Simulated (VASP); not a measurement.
Runs of VASP 6.6.1 on W. The structure is that of space group Fd-3m (No. 227), or close to it. The cells are those of the table. This isn't the form of W at room conditions, which is bcc.

| task | cell | k mesh | cutoff (eV) | gap on the mesh (eV) | pressure (GPa) |
| --- | --- | --- | --- | --- | --- |
| single point | a = 4.122 Å, angles 60.0°, 2 atoms | 14 × 14 × 14 | 520 | none | 0.5 |
| single point | a = 4.122 Å, angles 60.0°, 2 atoms | 15 × 15 × 15 | 500 | none | 0.5 |
| single point | a = 4.136 Å, angles 60.0°, 2 atoms | 14 × 14 × 14 | 520 | none | (a) |
| single point | a = 4.108 Å, angles 60.0°, 2 atoms | 14 × 14 × 14 | 520 | none | 1.8 |
| relaxation of cell and atoms | relaxed from a = 3.875 Å, angles 60.0°, 2 atoms | 15 × 15 × 15 | 500 | none | 0.0 |

Alike in all rows: level PBE; potentials or basis VASP PAW PBE potentials, release 64 (W_sv); no spin polarisation; smearing fermi-dirac 0.05 eV.

Question: Fill in the values left out.

Answer: (a) -0.7.

Caveats: spin-orbit coupling is left out, which moves the levels of the heavy elements.

A k mesh can miss the band edges, and the runs leave out spin-orbit coupling on W.

A gap of «none» marks levels without a gap at the run's occupations.
